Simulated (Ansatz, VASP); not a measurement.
**Two plane-wave programs on LiF**

```
Li F
1.0
     3.09328    0.00000    0.00000
    -1.54664    2.67886    0.00000
     0.00000    0.00000    5.00585
Li F
2 2
Cartesian
  0.0000 1.7859 1.7544
  1.5466 0.8930 4.2573
  0.0000 1.7859 4.9755
  1.5466 0.8930 2.4725
```

Alike in both runs: task single point; functional PBE; k mesh 9 × 9 × 6; occupations gaussian, width 0.05 eV; no spin polarisation.

|  | VASP | Ansatz |
| --- | --- | --- |
| version | VASP 6.6.1 | Ansatz 0.2.0 |
| potentials or method | VASP PAW PBE potentials, release 64 (Li_sv, F), cutoff 520 eV | scalar-relativistic, plane waves, PAW |
| valence electrons in the cell | 20 | 20 |

|  | VASP | Ansatz | Ansatz less VASP |
| --- | --- | --- | --- |
| gap on the k mesh at the Fermi level (eV) | 7.62 | 7.63 | +0.012 |
| least direct gap on the mesh (eV) | 7.62 | 7.63 | +0.012 |
| rms of the force components (eV/Å) | 0.278 | 0.267 | -0.0105 |

Atom by atom the forces differ by 0.010 eV/Å (rms over components). With one functional, cell and mesh, what is left measures potentials, basis and numerics.

Noted on VASP's run: the cutoff is under 1.25 times that of the potentials, so the pressure is a little rough.
